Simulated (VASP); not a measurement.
# Cu (P6_3/mmc) in VASP: a series of runs, part 2 of 2

VASP 6.6.1. The steps go on from the part before.

### Step 4. Single point, PBE (12.12 Å³/atom)

This run uses another cell than the first one, of 12.12 Å³/atom.

The input, INCAR:

```
  PREC = Accurate
  ENCUT = 520
  EDIFF = 1E-7
  ISMEAR = -1
  SIGMA = 0.05
  LREAL = F
  LASPH = T
  NELM = 60
  ALGO = Fast
  ISIF = 2
  LWAVE = F
  LCHARG = F
  GGA = PE
  NBANDS = 18
```

The input, KPOINTS:

```
Automatic mesh
0
Gamma
  12 12 7
```

The input, POSCAR:

```
Cu
1.0
    2.5837974578      0.0000000000      0.0000000000
   -1.2918987289      2.2376342367      0.0000000000
    0.0000000000      0.0000000000      4.1932301247
Cu
2
Direct
    0.6666666667      0.3333333333      0.7500000000
    0.3333333333      0.6666666667      0.2500000000
```

Potentials or basis: VASP PAW PBE potentials, release 64 (Cu).

On the command line:

```bash
cat potpaw_PBE.64/Cu/POTCAR > POTCAR
mpirun -np 1 vasp_std > vasp.out
```

OUTCAR:

```text
PREC = Accurate
   ENCUT = 520
   EDIFF = 1E-7
   ISMEAR = -1
   LREAL = F
   LASPH = T
   NELM = 60
   ISIF = 2
   GGA = PE

 ion  position               nearest neighbor table
   1  0.667  0.333  0.750-   2 2.57   2 2.57   2 2.57   2 2.57   2 2.57   2 2.57
   2  0.333  0.667  0.250-   1 2.57   1 2.57   1 2.57   1 2.57   1 2.57   1 2.57

  LATTYP: Found a hexagonal cell.
 ALAT       =     2.5837974578
 C/A-ratio  =     1.6228942838

  Lattice vectors:

 A1 = (   2.5837974578,   0.0000000000,   0.0000000000)
 A2 = (  -1.2918987289,   2.2376342367,   0.0000000000)
 A3 = (   0.0000000000,   0.0000000000,   4.1932301247)

Analysis of symmetry for initial positions (statically):
=====================================================================
 Subroutine PRICEL returns:
 Original cell was already a primitive cell.

 Routine SETGRP: Setting up the symmetry group for a
 hexagonal supercell.

 Subroutine GETGRP returns: Found 24 space group operations
 (whereof 12 operations were pure point group operations)
 out of a pool of 24 trial point group operations.

The static configuration has the point symmetry D_3d.
 The point group associated with its full space group is D_6h.

Analysis of symmetry for dynamics (positions and initial velocities):
=====================================================================
 Subroutine PRICEL returns:
 Original cell was already a primitive cell.

 Routine SETGRP: Setting up the symmetry group for a
 hexagonal supercell.

 Subroutine GETGRP returns: Found 24 space group operations
 (whereof 12 operations were pure point group operations)
 out of a pool of 24 trial point group operations.

The dynamic configuration has the point symmetry D_3d.
 The point group associated with its full space group is D_6h.

 Subroutine INISYM returns: Found 24 space group operations
 (whereof 12 operations are pure point group operations),
 and found     1 'primitive' translations

----------------------------------------------------------------------------------------

                                     Primitive cell

  volume of cell :      24.2436

  direct lattice vectors                    reciprocal lattice vectors
     2.583797458  0.000000000  0.000000000     0.387027240  0.223450281  0.000000000
    -1.291898729  2.237634237  0.000000000     0.000000000  0.446900563  0.000000000
     0.000000000  0.000000000  4.193230125     0.000000000  0.000000000  0.238479637

  length of vectors
     2.583797458  2.583797458  4.193230125     0.446900563  0.446900563  0.238479637

  position of ions in fractional coordinates (direct lattice)
     0.666666667  0.333333333  0.750000000
     0.333333333  0.666666667  0.250000000

  ion indices of the primitive-cell ions
   primitive index   ion index
                 1           1
                 2           2

----------------------------------------------------------------------------------------

 KPOINTS: Automatic mesh

Automatic generation of k-mesh.
 Grid dimensions read from file:
 generate k-points for:   12   12    7

 Generating k-lattice:

  Cartesian coordinates                     Fractional coordinates (reciprocal lattice)
     0.032252270  0.018620857  0.000000000     0.083333333 -0.000000000  0.000000000
     0.000000000  0.037241714  0.000000000     0.000000000  0.083333333  0.000000000
     0.000000000  0.000000000  0.034068520     0.000000000  0.000000000  0.142857143

  Length of vectors
     0.037241714  0.037241714  0.034068520

  Shift w.r.t. Gamma in fractional coordinates (k-lattice)
     0.000000000  0.000000000  0.000000000

 Subroutine IBZKPT returns following result:
 ===========================================

 Found     76 irreducible k-points:

 Following reciprocal coordinates:
            Coordinates               Weight
  0.000000  0.000000  0.000000      1.000000
  0.083333  0.000000  0.000000      6.000000
  0.166667  0.000000  0.000000      6.000000
  0.250000 -0.000000  0.000000      6.000000
  0.333333  0.000000  0.000000      6.000000
  0.416667  0.000000  0.000000      6.000000
[... 16 lines left out ...]
  0.250000 -0.000000  0.142857     12.000000
  0.333333  0.000000  0.142857     12.000000
 [... further k-points ...]
   k-points           NKPTS =     76   k-points in BZ     NKDIM =     76   number of bands    NBANDS=     18
   number of dos      NEDOS =    301   number of ions     NIONS =      2
   total plane-waves  NPLWV =  12800
   dimension x,y,z NGX =    20 NGY =   20 NGZ =   32
   dimension x,y,z NGXF=    40 NGYF=   40 NGZF=   64
   ions per type =               2
   NGX,Y,Z   is equivalent  to a cutoff of  12.87, 12.87, 12.69 a.u.
   NGXF,Y,Z  is equivalent  to a cutoff of  25.74, 25.74, 25.37 a.u.
 SYSTEM =  unknown system
   PREC   = accura    normal or accurate (medium, high low for compatibility)
   ISTART =      0    job   : 0-new  1-cont  2-samecut
   ICHARG =      2    charge: 1-file 2-atom 10-const
   ISPIN  =      1    spin polarized calculation?
   LNONCOLLINEAR =      F non collinear calculations
   LSORBIT =      F    spin-orbit coupling
   LASPH  =      T    aspherical Exc in radial PAW
   ENCUT  =  520.0 eV  38.22 Ry    6.18 a.u.   4.80  4.80  7.80*2*pi/ulx,y,z
   NELM   =     60;   NELMIN=  2; NELMDL= -5     # of ELM steps
   EDIFF  = 0.1E-06   stopping-criterion for ELM
   LREAL  =      F    real-space projection
   EDIFFG = 0.1E-05   stopping-criterion for IOM
   NSW    =      0    number of steps for IOM
   IBRION =     -1    ionic relax: 0-MD 1-quasi-New 2-CG
   NFREE  =      0    steps in history (QN), initial steepest desc. (CG)
   ISIF   =      2    stress and relaxation
   ISYM   =      2    0-nonsym 1-usesym 2-fastsym
   POTIM  = 0.5000    time-step for ionic-motion
   TEBEG  =    0.0;   TEEND  =   0.0 temperature during run
   PSTRESS=    0.0 pullay stress
   NELECT =      22.0000    total number of electrons
   NUPDOWN=      -1.0000    fix difference up-down
   EMIN   =  10.00;   EMAX   =-10.00  energy-range for DOS
   EFERMI =   0.00;   METHOD = LEGACY
   ISMEAR =    -1;   SIGMA  =   0.05  broadening in eV -4-tet -1-fermi 0-gaus
   EFERMI_NEDOS =   21; number of points for ismear=-14 and -15
   IALGO  =     68    algorithm
   IMIX   =      4    mixing-type and parameters
     AMIX     =   0.40;   BMIX     =  1.00
     AMIX_MAG =   1.60;   BMIX_MAG =  1.00
  volume/ion in A,a.u.               =      12.12        81.80
  Fermi-wavevector in a.u.,A,eV,Ry     =   1.584955  2.995131 34.178961  2.512083
  Thomas-Fermi vector in A             =   2.684494
   LORBIT       =      0    0 simple, 1 ext, 2 COOP (PROOUT), +10 PAW based schemes
   GGA     = PE    functional components
   LHFCALC =     F    Hartree Fock is set to
   AEXX    =    0.0000 exact exchange contribution
   IVDW    =     0    specifies the selected vdW correction
   LEPSILON=     F    determine dielectric tensor
   LRPA    =     F    only Hartree local field effects (RPA)
 non-spin polarized calculation
 RMM-DIIS sequential band-by-band and
  energy-cutoff  :      520.00
  volume of cell :       24.24
 maximum number of plane-waves:       668
 NGX is ok and might be reduce to    20
   NGX =  9   NGY =  9   NGZ = 15

 number of electron      22.0000017 magnetization

 Free energy of the ion-electron system (eV)
  ---------------------------------------------------
  ext. energy  EPLUGINS =         0.00000000
  ---------------------------------------------------
  free energy    TOTEN  =        -7.42837987 eV

  energy without entropy =       -7.41998131  energy(sigma->0) =       -7.42418059

 E-fermi :   7.2260     XC(G=0): -12.5745

 val. band max:        7.2192647531   @ k =   0.2500   0.2500   0.2857
 cond. band min:       7.2622333662   @ k =   0.5000  -0.0000   0.0000
 fundamental gap:      0.0429686131
 Fermi energy:         7.2259677121

 k-point     1 :       0.0000    0.0000    0.0000
  band No.  band energies     occupation
      1      -1.8875      2.00000
      2       2.3489      2.00000
      3       4.3394      2.00000
      4       4.3834      2.00000
      5       4.3834      2.00000
      6       4.5865      2.00000
[... 10 lines left out ...]
     17      30.1893      0.00000
     18      30.2147      0.00000
[... 463 lines left out ...]
 k-point    24 :       0.3333    0.0000    0.1429
  band No.  band energies     occupation
      1       1.3234      2.00000
      2       3.0781      2.00000
      3       3.3425      2.00000
      4       3.8911      2.00000
      5       4.3846      2.00000
      6       4.4496      2.00000
[... 10 lines left out ...]
     17      24.3979      0.00000
     18      26.4035      0.00000

 [... further k-points ...]

------------------------ aborting loop because EDIFF is reached ----------------------------------------

  FORCE on cell =-STRESS in cart. coord.  units (eV):
  Direction    XX          YY          ZZ          XY          YZ          ZX
  --------------------------------------------------------------------------------------
  -------------------------------------------------------------------------------------
  Total       -0.1782982     -0.1782982     -0.1919376      0.0000000     -0.0000000      0.0000000
  in kB      -11.7831440    -11.7831440    -12.6845284      0.0000000     -0.0000000      0.0000000
  external PRESSURE =     -12.0836055 kB  Pullay stress =       0.0000000 kB

 VOLUME and BASIS-vectors are now :
 -----------------------------------------------------------------------------
  energy-cutoff  :      520.00
  volume of cell :       24.24
      direct lattice vectors                 reciprocal lattice vectors
     2.583797458  0.000000000  0.000000000     0.387027240  0.223450281  0.000000000
    -1.291898729  2.237634237  0.000000000     0.000000000  0.446900563  0.000000000
     0.000000000  0.000000000  4.193230125     0.000000000  0.000000000  0.238479637

 POSITION                                       TOTAL-FORCE (eV/Angst)
 -----------------------------------------------------------------------------------
      1.29190      0.74588      3.14492         0.000000      0.000000      0.000000
     -0.00000      1.49176      1.04831        -0.000000     -0.000000      0.000000
 -----------------------------------------------------------------------------------
    total drift:                               -0.000000      0.000000     -0.000000

  FREE ENERGIE OF THE ION-ELECTRON SYSTEM (eV)
  ---------------------------------------------------
  free  energy   TOTEN  =        -7.4283798663 eV

  energy  without entropy=       -7.4199813112  energy(sigma->0) =       -7.42418059
```

It took 44 s on 1 thread of Intel Xeon Platinum 8259CL at 2.50GHz (Skylake/Cascade Lake), shared host; peak memory 0.15 GiB.

Results:

| Quantity | Value |
| --- | --- |
| Free energy | -7.4284 eV |
| Pressure | -1.2 GPa |
| Band gap on the k mesh | zero (bands 11 and 12 overlap by 5.75 eV) |

Levels at points of the mesh, in eV from the Fermi level:
| k point | band 9 | band 10 | band 11 | band 12 | band 13 | band 14 |
| --- | --- | --- | --- | --- | --- | --- |
| (0.00, 0.00, 0.00) | -2.39 | -1.66 | -1.66 | -0.83 | 3.76 | 21.10 |
| (0.50, 0.00, 0.00) | -1.52 | -1.48 | 0.04 | 1.52 | 7.71 | 8.06 |

### Step 5. Single point, PBE0

This run uses another cell than the first one, of 11.66 Å³/atom.

The input, POSCAR:

```
Cu
1.0
    2.5508792560      0.0000000000      0.0000000000
   -1.2754396280      2.2091262377      0.0000000000
    0.0000000000      0.0000000000      4.1398073633
Cu
2
Direct
    0.6666666667      0.3333333333      0.7500000000
    0.3333333333      0.6666666667      0.2500000000
```

The input, INCAR.step1:

```
PREC = Accurate
ENCUT = 520
EDIFF = 1E-5
ISMEAR = -1
SIGMA = 0.05
LREAL = F
LASPH = T
NELM = 100
ALGO = Normal
ISIF = 2
LWAVE = T
LCHARG = F
NBANDS = 18
GGA = PE
```

The input, INCAR.step2:

```
PREC = Accurate
ENCUT = 520
EDIFF = 1E-6
ISMEAR = -1
SIGMA = 0.05
LREAL = F
LASPH = T
NELM = 100
ALGO = Normal
ISIF = 2
LWAVE = F
LCHARG = F
GGA = PE
LHFCALC = T
AEXX = 0.25
PRECFOCK = Normal
NBANDS = 18
ISTART = 1
```

The input, KPOINTS:

```
Automatic mesh
0
Gamma
  6 6 4
```

On the command line:

```bash
cat potpaw_PBE.64/Cu/POTCAR > POTCAR
cp INCAR.step1 INCAR
mpirun -np 1 vasp_std > vasp.out
cp INCAR.step2 INCAR
mpirun -np 1 vasp_std > vasp.out
```

Wall time 52 min (1 thread of Intel Xeon 8259CL, shared host); peak memory 0.16 GiB.

Results (log left out):

| Quantity | Value |
| --- | --- |
| Free energy | -7.6647 eV |
| Pressure | 5.0 GPa |
| Band gap on the k mesh | zero (bands 11 and 12 overlap by 8.75 eV) |

Stress tensor (GPa, compression positive):
```
5.95 0.00 0.00
0.00 5.95 0.00
0.00 0.00 3.05
```

Levels at points of the mesh, in eV from the Fermi level:
| k point | band 8 | band 9 | band 10 | band 11 | band 12 | band 13 | band 14 | band 15 |
| --- | --- | --- | --- | --- | --- | --- | --- | --- |
| (0.00, 0.00, 0.00) | -3.75 | -3.75 | -2.81 | -2.81 | -0.72 | 5.62 | 23.50 | 24.45 |
| (0.50, 0.00, 0.00) | -2.73 | -2.68 | -2.60 | 0.68 | 2.77 | 9.81 | 10.35 | 12.80 |
| (0.00, 0.00, 0.50) | -4.30 | -3.11 | -3.11 | -3.11 | -3.11 | 14.98 | 14.98 | 24.23 |
| (0.50, 0.00, 0.50) | -2.89 | -2.63 | -2.63 | 1.61 | 1.61 | 6.68 | 6.68 | 18.56 |

Caveat: the k points lie up to 0.47 Å⁻¹ apart, too coarse for converged energies and pressures of a metal; the PAW data sets were made with another functional, which shifts forces and pressure a little.

### Step 6. Single point, PBE0

This run uses another cell than the first one, of 11.66 Å³/atom.

POSCAR is that of step 5.

The input, INCAR.step1:

```
PREC     = Accurate       # precision mode
ENCUT    = 520            # plane-wave cutoff, eV
EDIFF    = 1E-5           # SCF threshold, eV
ISMEAR   = -1             # smearing method
SIGMA    = 0.05           # smearing width, eV
LREAL    = F              # projectors in reciprocal space
LASPH    = T              # aspherical terms in the spheres
NELM     = 80             # most SCF steps
ALGO     = Normal         # electronic algorithm
ISIF     = 2              # what is computed and relaxed
LWAVE    = T              # write WAVECAR
LCHARG   = F              # write CHGCAR
GGA      = PE             # functional
NBANDS   = 18             # bands
```

The input, INCAR.step2:

```
PREC     = Accurate       # precision mode
ENCUT    = 520            # plane-wave cutoff, eV
EDIFF    = 1E-6           # SCF threshold, eV
ISMEAR   = -1             # smearing method
SIGMA    = 0.05           # smearing width, eV
LREAL    = F              # projectors in reciprocal space
LASPH    = T              # aspherical terms in the spheres
NELM     = 80             # most SCF steps
ALGO     = Normal         # electronic algorithm
ISIF     = 2              # what is computed and relaxed
LWAVE    = F              # write WAVECAR
LCHARG   = F              # write CHGCAR
GGA      = PE             # functional
LHFCALC  = T              # exact exchange
AEXX     = 0.25           # exact-exchange fraction
PRECFOCK = Normal       
ISTART   = 1            
NBANDS   = 18             # bands
```

The input, KPOINTS:

```
regular mesh
0
Gamma
  8 8 4
```

Potentials or basis: VASP PAW PBE potentials, release 64 (Cu).

On the command line:

```bash
cat potpaw_PBE.64/Cu/POTCAR > POTCAR
cp INCAR.step1 INCAR
mpirun -np 1 vasp_std > vasp.out
cp INCAR.step2 INCAR
mpirun -np 1 vasp_std > vasp.out
```

Run time: 35 min. Hardware: 1 thread of Intel Xeon 6975P-C (Granite Rapids), shared host; peak memory 0.16 GiB.

It converged, with:

```
Free energy            : -7.6620 eV
Pressure               : 4.4 GPa
Band gap on the k mesh : zero (bands 11 and 12 overlap by 7.62 eV)
```

Stress tensor (GPa, compression positive):
```
6.46 0.00 0.00
0.00 6.46 0.00
0.00 0.00 0.16
```

Levels at points of the mesh, in eV from the Fermi level:
```csv
k point,band 9,band 10,band 11,band 12,band 13,band 14
"(0.00, 0.00, 0.00)",-4.08,-3.12,-3.12,-0.90,5.33,23.19
"(0.50, 0.00, 0.00)",-3.02,-2.94,0.22,2.39,9.48,10.04
"(0.00, 0.00, 0.50)",-3.44,-3.44,-3.44,-3.44,14.67,14.67
"(0.50, 0.00, 0.50)",-2.96,-2.96,1.22,1.22,6.34,6.34
```

Caveat: the k points lie up to 0.38 Å⁻¹ apart, too coarse for converged energies and pressures of a metal; the PAW data sets were made with another functional, which shifts forces and pressure a little.

### Step 7. The runs side by side

| level | cell | k mesh | grid for exact exchange (PRECFOCK) | share of exact exchange | gap on the mesh (eV) | pressure (GPa) |
| --- | --- | --- | --- | --- | --- | --- |
| PBE | a = 2.500, b = 2.500, c = 4.057 Å, angles 90.0, 90.0, 120.0°, 2 atoms | 12 × 12 × 7 | - | - | none | 15.8 |
| PBE | a = 2.534, b = 2.534, c = 4.113 Å, angles 90.0, 90.0, 120.0°, 2 atoms | 12 × 12 × 7 | - | - | none | 7.9 |
| PBE | a = 2.584, b = 2.584, c = 4.193 Å, angles 90.0, 90.0, 120.0°, 2 atoms | 12 × 12 × 7 | - | - | none | -1.2 |
| PBE0 | a = 2.551, b = 2.551, c = 4.140 Å, angles 90.0, 90.0, 120.0°, 2 atoms | 6 × 6 × 4 | Normal | 0.25 | none | 5.0 |
| PBE0 | a = 2.551, b = 2.551, c = 4.140 Å, angles 90.0, 90.0, 120.0°, 2 atoms | 8 × 8 × 4 | Normal | 0.25 | none | 4.4 |

Alike in all rows: task single point; potentials or basis VASP PAW PBE potentials, release 64 (Cu); no spin polarisation; cutoff (eV) 520; smearing fermi-dirac 0.05 eV.

Caveats: some runs use coarse meshes; the cell stands under pressure (at least some runs); the PAW data sets were made with another functional, which shifts forces and pressure a little (at least some runs).

Total energies depend on the potentials used, so only differences within one code and one set of settings carry meaning.

The gap in the log of VASP goes by the Fermi energy; the results here count the filled bands.